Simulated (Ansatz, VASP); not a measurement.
Two plane-wave programs on TaN

The input INCAR:

```
ALGO     = Normal         # electronic algorithm
EDIFF    = 1E-6           # SCF threshold, eV
ENCUT    = 600            # plane-wave cutoff, eV
GGA      = PE             # functional
GGA_COMPAT= False        
ISIF     = 2              # what is computed and relaxed
ISMEAR   = 1              # smearing method
LASPH    = True           # aspherical terms in the spheres
LCHARG   = False          # write CHGCAR
LREAL    = False          # projectors in reciprocal space
LWAVE    = False          # write WAVECAR
NBANDS   = 16             # bands
NELM     = 120            # most SCF steps
PREC     = Accurate       # precision mode
SIGMA    = 0.1            # smearing width, eV
```

File KPOINTS:

```
k-points
0
Gamma
  5 5 5
```

POSCAR

```
TaN
1.0
    0.0000000000      2.1790000000      2.1790000000
    2.1790000000      0.0000000000      2.1790000000
    2.1790000000      2.1790000000      0.0000000000
Ta N
1 1
Direct
    0.5000000000      0.5000000000      0.5000000000
    0.0000000000      0.0000000000      0.0000000000
```

Input for Ansatz:

```yaml
crystal:
  lattice:
    - [0.0, 2.179, 2.179]
    - [2.179, 0.0, 2.179]
    - [2.179, 2.179, 0.0]
  atoms:
    - { symbol: Ta, position: [0.5, 0.5, 0.5] }
    - { symbol: "N", position: [0.0, 0.0, 0.0] }
basis:
  ecutwfc: 550.0
kpoints:
  mp_grid:
    grid: [5, 5, 5]
hamiltonian:
  xc: pbe
scf:
  occupations:
    method: methfessel_paxton
    width: 0.1
output:
  forces: true
  stress: true
```

Alike in both runs: task single point; functional PBE; k mesh 5 × 5 × 5; occupations methfessel-paxton of order 1, width 0.1 eV; no spin polarisation.

|  | VASP | Ansatz |
| --- | --- | --- |
| version | VASP 6.6.1 | Ansatz 0.2.0 |
| potentials or method | VASP PAW PBE potentials, release 64 (Ta_sv_GW, N), cutoff 600 eV | plane waves, PAW |
| valence electrons in the cell | 18 | 18 |

```csv
,VASP,Ansatz,Ansatz less VASP
pressure (GPa),14.0,13.9,-0.06
```

The k mesh is coarse, so the values compare programs but aren't converged. Neither program's run includes spin-orbit coupling.
